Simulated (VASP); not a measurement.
# Ge (Fd-3m) in VASP: further runs

The runs below take Ge through single point, relaxation of volume and atoms at fixed shape, with PBEsol.

All numbers are computed with VASP 6.6.1; they aren't measurements. Logs are shortened: lines on timing, memory, paths and dates and some standing lists are left out, and cuts for length are marked.

**The experiment to reproduce.**

“Temperature-dependent photoluminescence in Ge: experiment and theory”, 2020, arxiv:2003.00143 reports, for a bulk crystal of Ge at 0 K: band gap 0.744 eV (indirect).

The results are compared with them further down.

## 1. The cell of the first run

The structure is cubic, space group Fd-3m (No. 227). The conventional cell has a = 5.676 Å, b = 5.676 Å, c = 5.676 Å, α = 90.00°, β = 90.00°, γ = 90.00°. Within 3.2 Å of Ge (site symmetry -43m) lie 4 Ge at 2.46 Å.

## 2. Single point, PBEsol

Contents of INCAR:

```
ALGO = Normal
EDIFF = 1E-6
ENCUT = 520
GGA = PS
ISIF = 2
ISMEAR = -1
LASPH = T
LCHARG = F
LREAL = F
LWAVE = F
NBANDS = 21
NELM = 100
PREC = Accurate
SIGMA = 0.05
```

Contents of KPOINTS:

```
k-points
0
Gamma
  8 8 8
```

Contents of POSCAR:

```
Ge
1.0
    0.0000000000      2.8380943962      2.8380943962
    2.8380943962      0.0000000000      2.8380943962
    2.8380943962      2.8380943962      0.0000000000
Ge
2
Direct
    0.0000000000      0.0000000000      0.0000000000
    0.2500000000      0.2500000000      0.2500000000
```

Potentials or basis: VASP PAW PBE potentials, release 64 (Ge_d).

The run is started by

```sh
cat potpaw_PBE.64/Ge_d/POTCAR > POTCAR
mpirun -np 1 vasp_std > vasp.out
```

OUTCAR:

```text
EDIFF = 1E-6
   ENCUT = 520
   GGA = PS
   ISIF = 2
   ISMEAR = -1
   LASPH = T
   LREAL = F
   NELM = 100
   PREC = Accurate

 ion  position               nearest neighbor table
   1  0.000  0.000  0.000-   2 2.46   2 2.46   2 2.46   2 2.46
   2  0.250  0.250  0.250-   1 2.46   1 2.46   1 2.46   1 2.46

  LATTYP: Found a face centered cubic cell.
 ALAT       =     5.6761887924

  Lattice vectors:

 A1 = (   0.0000000000,   2.8380943962,   2.8380943962)
 A2 = (   2.8380943962,   0.0000000000,   2.8380943962)
 A3 = (   2.8380943962,   2.8380943962,   0.0000000000)

Analysis of symmetry for initial positions (statically):
=====================================================================
 Subroutine PRICEL returns:
 Original cell was already a primitive cell.

 Routine SETGRP: Setting up the symmetry group for a
 face centered cubic supercell.

 Subroutine GETGRP returns: Found 48 space group operations
 (whereof 24 operations were pure point group operations)
 out of a pool of 48 trial point group operations.

The static configuration has the point symmetry T_d .
 The point group associated with its full space group is O_h .

Analysis of symmetry for dynamics (positions and initial velocities):
=====================================================================
 Subroutine PRICEL returns:
 Original cell was already a primitive cell.

 Routine SETGRP: Setting up the symmetry group for a
 face centered cubic supercell.

 Subroutine GETGRP returns: Found 48 space group operations
 (whereof 24 operations were pure point group operations)
 out of a pool of 48 trial point group operations.

The dynamic configuration has the point symmetry T_d .
 The point group associated with its full space group is O_h .

 Subroutine INISYM returns: Found 48 space group operations
 (whereof 24 operations are pure point group operations),
 and found     1 'primitive' translations

----------------------------------------------------------------------------------------

                                     Primitive cell

  volume of cell :      45.7205

  direct lattice vectors                    reciprocal lattice vectors
     0.000000000  2.838094396  2.838094396    -0.176174549  0.176174549  0.176174549
     2.838094396  0.000000000  2.838094396     0.176174549 -0.176174549  0.176174549
     2.838094396  2.838094396  0.000000000     0.176174549  0.176174549 -0.176174549

  length of vectors
     4.013671586  4.013671586  4.013671586     0.305143270  0.305143270  0.305143270

  position of ions in fractional coordinates (direct lattice)
     0.000000000  0.000000000  0.000000000
     0.250000000  0.250000000  0.250000000

  ion indices of the primitive-cell ions
   primitive index   ion index
                 1           1
                 2           2

----------------------------------------------------------------------------------------

 KPOINTS: k-points

Automatic generation of k-mesh.
 Grid dimensions read from file:
 generate k-points for:    8    8    8

 Generating k-lattice:

  Cartesian coordinates                     Fractional coordinates (reciprocal lattice)
    -0.022021819  0.022021819  0.022021819     0.125000000  0.000000000  0.000000000
     0.022021819 -0.022021819  0.022021819     0.000000000  0.125000000  0.000000000
     0.022021819  0.022021819 -0.022021819     0.000000000  0.000000000  0.125000000

  Length of vectors
     0.038142909  0.038142909  0.038142909

  Shift w.r.t. Gamma in fractional coordinates (k-lattice)
     0.000000000  0.000000000  0.000000000

 Subroutine IBZKPT returns following result:
 ===========================================

 Found     29 irreducible k-points:

 Following reciprocal coordinates:
            Coordinates               Weight
  0.000000  0.000000  0.000000      1.000000
  0.125000  0.000000  0.000000      8.000000
  0.250000  0.000000  0.000000      8.000000
  0.375000  0.000000  0.000000      8.000000
  0.500000  0.000000  0.000000      4.000000
  0.125000  0.125000  0.000000      6.000000
[... 16 lines left out ...]
  0.500000  0.250000  0.125000     48.000000
 -0.375000  0.250000  0.125000     24.000000
 [... further k-points ...]
   k-points           NKPTS =     29   k-points in BZ     NKDIM =     29   number of bands    NBANDS=     21
   number of dos      NEDOS =    301   number of ions     NIONS =      2
   total plane-waves  NPLWV =  27000
   dimension x,y,z NGX =    30 NGY =   30 NGZ =   30
   dimension x,y,z NGXF=    60 NGYF=   60 NGZF=   60
   ions per type =               2
   NGX,Y,Z   is equivalent  to a cutoff of  12.43, 12.43, 12.43 a.u.
   NGXF,Y,Z  is equivalent  to a cutoff of  24.85, 24.85, 24.85 a.u.
 SYSTEM =  unknown system
   PREC   = accura    normal or accurate (medium, high low for compatibility)
   ISTART =      0    job   : 0-new  1-cont  2-samecut
   ICHARG =      2    charge: 1-file 2-atom 10-const
   ISPIN  =      1    spin polarized calculation?
   LNONCOLLINEAR =      F non collinear calculations
   LSORBIT =      F    spin-orbit coupling
   LASPH  =      T    aspherical Exc in radial PAW
   ENCUT  =  520.0 eV  38.22 Ry    6.18 a.u.   7.46  7.46  7.46*2*pi/ulx,y,z
   NELM   =    100;   NELMIN=  2; NELMDL= -5     # of ELM steps
   EDIFF  = 0.1E-05   stopping-criterion for ELM
   LREAL  =      F    real-space projection
   EDIFFG = 0.1E-04   stopping-criterion for IOM
   NSW    =      0    number of steps for IOM
   IBRION =     -1    ionic relax: 0-MD 1-quasi-New 2-CG
   NFREE  =      0    steps in history (QN), initial steepest desc. (CG)
   ISIF   =      2    stress and relaxation
   ISYM   =      2    0-nonsym 1-usesym 2-fastsym
   POTIM  = 0.5000    time-step for ionic-motion
   TEBEG  =    0.0;   TEEND  =   0.0 temperature during run
   PSTRESS=    0.0 pullay stress
   NELECT =      28.0000    total number of electrons
   NUPDOWN=      -1.0000    fix difference up-down
   EMIN   =  10.00;   EMAX   =-10.00  energy-range for DOS
   EFERMI =   0.00;   METHOD = LEGACY
   ISMEAR =    -1;   SIGMA  =   0.05  broadening in eV -4-tet -1-fermi 0-gaus
   EFERMI_NEDOS =   21; number of points for ismear=-14 and -15
   IALGO  =     38    algorithm
   IMIX   =      4    mixing-type and parameters
     AMIX     =   0.40;   BMIX     =  1.00
     AMIX_MAG =   1.60;   BMIX_MAG =  1.00
  volume/ion in A,a.u.               =      22.86       154.27
  Fermi-wavevector in a.u.,A,eV,Ry     =   1.390243  2.627178 26.297003  1.932775
  Thomas-Fermi vector in A             =   2.514197
   LORBIT       =      0    0 simple, 1 ext, 2 COOP (PROOUT), +10 PAW based schemes
   GGA     = PS    functional components
   LHFCALC =     F    Hartree Fock is set to
   AEXX    =    0.0000 exact exchange contribution
   IVDW    =     0    specifies the selected vdW correction
   LEPSILON=     F    determine dielectric tensor
   LRPA    =     F    only Hartree local field effects (RPA)
 non-spin polarized calculation
  energy-cutoff  :      520.00
  volume of cell :       45.72
 maximum number of plane-waves:      1249
 NGX is ok and might be reduce to    30
   NGX = 15   NGY = 15   NGZ = 15

 number of electron      28.0000014 magnetization

 Free energy of the ion-electron system (eV)
  ---------------------------------------------------
  ext. energy  EPLUGINS =         0.00000000
  ---------------------------------------------------
  free energy    TOTEN  =        -9.86361497 eV

  energy without entropy =       -9.86267979  energy(sigma->0) =       -9.86314738

 E-fermi :   4.7704     XC(G=0): -10.0814

 val. band max:        4.7696356671   @ k =   0.0000   0.0000   0.0000
 cond. band min:       4.8622543577   @ k =   0.5000   0.0000   0.0000
 fundamental gap:      0.0926186905
 Fermi energy:         4.7704140048

 k-point     1 :       0.0000    0.0000    0.0000
  band No.  band energies     occupation
      1     -19.9781      2.00000
      2     -19.9781      2.00000
      3     -19.9781      2.00000
      4     -19.9423      2.00000
      5     -19.9423      2.00000
      6     -19.7353      2.00000
[... 13 lines left out ...]
     20      14.2224      0.00000
     21      14.2224      0.00000

 k-point     2 :       0.1250    0.0000    0.0000
  band No.  band energies     occupation
      1     -19.9860      2.00000
      2     -19.9860      2.00000
      3     -19.9756      2.00000
      4     -19.9311      2.00000
      5     -19.9311      2.00000
      6     -19.7472      2.00000
[... 13 lines left out ...]
     20      13.2912      0.00000
     21      13.2912      0.00000

 k-point     3 :       0.2500    0.0000    0.0000
  band No.  band energies     occupation
      1     -19.9959      2.00000
      2     -19.9959      2.00000
      3     -19.9695      2.00000
      4     -19.9143      2.00000
      5     -19.9143      2.00000
      6     -19.7608      2.00000
[... 13 lines left out ...]
     20      13.0354      0.00000
     21      13.0354      0.00000

 k-point     4 :       0.3750    0.0000    0.0000
  band No.  band energies     occupation
      1     -20.0008      2.00000
      2     -20.0008      2.00000
      3     -19.9633      2.00000
      4     -19.9040      2.00000
      5     -19.9040      2.00000
      6     -19.7679      2.00000
[... 13 lines left out ...]
     20      14.2007      0.00000
     21      14.2007      0.00000

 k-point     5 :       0.5000    0.0000    0.0000
  band No.  band energies     occupation
      1     -20.0021      2.00000
      2     -20.0021      2.00000
      3     -19.9606      2.00000
      4     -19.9012      2.00000
      5     -19.9012      2.00000
      6     -19.7695      2.00000
[... 13 lines left out ...]
     20      15.6739      0.00000
     21      15.8822      0.00000
[... 382 lines left out ...]
     20      16.1840      0.00000
     21      17.5035      0.00000

 k-point    22 :       0.3750    0.2500    0.1250
  band No.  band energies     occupation
      1     -20.0061      2.00000
      2     -20.0037      2.00000
      3     -19.9615      2.00000
      4     -19.9068      2.00000
      5     -19.8788      2.00000
      6     -19.8106      2.00000
[... 13 lines left out ...]
     20      14.7168      0.00000
     21      15.0549      0.00000

 k-point    23 :       0.5000    0.2500    0.1250
  band No.  band energies     occupation
      1     -20.0178      2.00000
      2     -20.0100      2.00000
      3     -19.9401      2.00000
      4     -19.8921      2.00000
      5     -19.8664      2.00000
      6     -19.8191      2.00000
[... 13 lines left out ...]
     20      14.2931      0.00000
     21      16.1360      0.00000

 k-point    24 :      -0.3750    0.2500    0.1250
  band No.  band energies     occupation
      1     -20.0229      2.00000
      2     -20.0114      2.00000
      3     -19.9304      2.00000
      4     -19.8813      2.00000
      5     -19.8678      2.00000
      6     -19.8141      2.00000
[... 13 lines left out ...]
     20      15.5726      0.00000
     21      16.1100      0.00000

 [... further k-points ...]
[... 5 lines left out ...]
  --------------------------------------------------------------------------------------
  -------------------------------------------------------------------------------------
  Total       -0.1205108     -0.1205108     -0.1205108     -0.0000000      0.0000000     -0.0000000
  in kB       -4.2230494     -4.2230494     -4.2230494     -0.0000000      0.0000000     -0.0000000
  external PRESSURE =      -4.2230494 kB  Pullay stress =       0.0000000 kB

 VOLUME and BASIS-vectors are now :
 -----------------------------------------------------------------------------
  energy-cutoff  :      520.00
  volume of cell :       45.72
      direct lattice vectors                 reciprocal lattice vectors
     0.000000000  2.838094396  2.838094396    -0.176174549  0.176174549  0.176174549
     2.838094396  0.000000000  2.838094396     0.176174549 -0.176174549  0.176174549
     2.838094396  2.838094396  0.000000000     0.176174549  0.176174549 -0.176174549

 POSITION                                       TOTAL-FORCE (eV/Angst)
 -----------------------------------------------------------------------------------
      0.00000      0.00000      0.00000         0.000000      0.000000      0.000000
      1.41905      1.41905      1.41905        -0.000000     -0.000000     -0.000000
 -----------------------------------------------------------------------------------
    total drift:                                0.000000     -0.000000      0.000000

  FREE ENERGIE OF THE ION-ELECTRON SYSTEM (eV)
  ---------------------------------------------------
  free  energy   TOTEN  =        -9.8636149740 eV

  energy  without entropy=       -9.8626797860  energy(sigma->0) =       -9.86314738
```

It took 40 s on 1 thread of Intel Xeon 8259CL, shared host; peak memory 0.17 GiB.

What came out:

| Property | Result |
| --- | --- |
| Free energy | -9.8636 eV |
| Pressure | -0.4 GPa |
| Band gap on the k mesh | zero (filled and empty bands touch) |

Caveat: the PAW data sets were made with another functional, which shifts forces and pressure a little.

## 3. Relaxation of volume and atoms at fixed shape, PBEsol

This run uses another cell than the first one, of 22.64 Å³/atom, 0.990 times its volume.

Contents of INCAR:

```
PREC     = Accurate       # precision mode
ENCUT    = 600            # plane-wave cutoff, eV
EDIFF    = 1E-6           # SCF threshold, eV
ISMEAR   = -1             # smearing method
SIGMA    = 0.05           # smearing width, eV
LREAL    = F              # projectors in reciprocal space
LASPH    = T              # aspherical terms in the spheres
NELM     = 100            # most SCF steps
ALGO     = Normal         # electronic algorithm
ISIF     = 8              # what is computed and relaxed
LWAVE    = F              # write WAVECAR
LCHARG   = F              # write CHGCAR
GGA      = PS             # functional
IBRION   = 2              # ionic algorithm
NSW      = 60             # ionic steps
EDIFFG   = -0.02          # ionic threshold
```

Contents of KPOINTS:

```
Automatic mesh
0
Gamma
  8 8 8
```

Contents of POSCAR:

```
Ge
1.0
    0.0000000000      2.8289100000      2.8289100000
    2.8289100000      0.0000000000      2.8289100000
    2.8289100000      2.8289100000      0.0000000000
Ge
2
Direct
    0.0000000000      0.0000000000      0.0000000000
    0.2500000000      0.2500000000      0.2500000000
```

Potentials or basis: VASP PAW PBE potentials, release 64 (Ge_d).

The run is started by

```sh
cat potpaw_PBE.64/Ge_d/POTCAR > POTCAR
mpirun -np 1 vasp_std > vasp.out
```

Wall time 51 s (1 thread of Intel Xeon 8259CL, shared host); peak memory 0.19 GiB.

It converged, with:

| Item | Value |
| --- | --- |
| Free energy | -9.8637 eV |
| Relaxed volume | 22.91 Å³/atom |
| Relaxed cell | a = 4.017 Å, b = 4.017 Å, c = 4.017 Å, α = 60.00°, β = 60.00°, γ = 60.00° |
| Space group after relaxing (to 0.05 Å) | Fd-3m (No. 227) |
| Energy gained by relaxing | 0.3 meV/atom |
| Ionic steps | 2 |
| Pressure after relaxing | -0.1 GPa |
| Band gap on the k mesh | zero (filled and empty bands touch) |

Step by step:
```csv
step,energy change (eV),largest force (eV/Å),pressure (GPa),volume (Å³)
1,0.0000,0.0000,0.59,45.28
2,-0.0007,0.0000,-0.08,45.83
```

Final structure:
```
Ge
1.0
     0.00000    2.84034    2.84034
     2.84034    0.00000    2.84034
     2.84034    2.84034    0.00000
Ge
2
Direct
  0.00000 0.00000 0.00000
  0.25000 0.25000 0.25000
```

Levels at points of the mesh, in eV from the Fermi level:
```tsv
k point	band 11	band 12	band 13	band 14	band 15	band 16	band 17	band 18
(0.00, 0.00, 0.00)	-12.70	-0.11	0.00	0.00	0.00	2.53	2.53	2.53
(0.50, 0.00, 0.00)	-10.63	-7.57	-1.39	-1.39	0.09	3.71	3.71	6.96
(0.50, 0.50, 0.00)	-8.85	-8.85	-3.04	-3.04	0.68	0.68	9.39	9.39
```

Caveat: the PAW data sets were made with another functional, which shifts forces and pressure a little. Zero-point motion and thermal expansion aren't in these numbers.

## 4. Comparison with measurements

Step 2. Measured gap of Ge: 0.744 eV (indirect; 0 K; “Temperature-dependent photoluminescence in Ge: experiment and theory”, 2020, arxiv:2003.00143). This calculation gives 0.00 eV (-0.74 eV). 3 values of this kind are on record (0.666 to 0.807 eV); this one was drawn at random among those near their median. Spin-orbit coupling on Ge is left out. The value is that of PBEsol on a finite k mesh, which can miss the band edges, without temperature or zero-point motion. Semilocal functionals fall short of measured gaps as a rule.
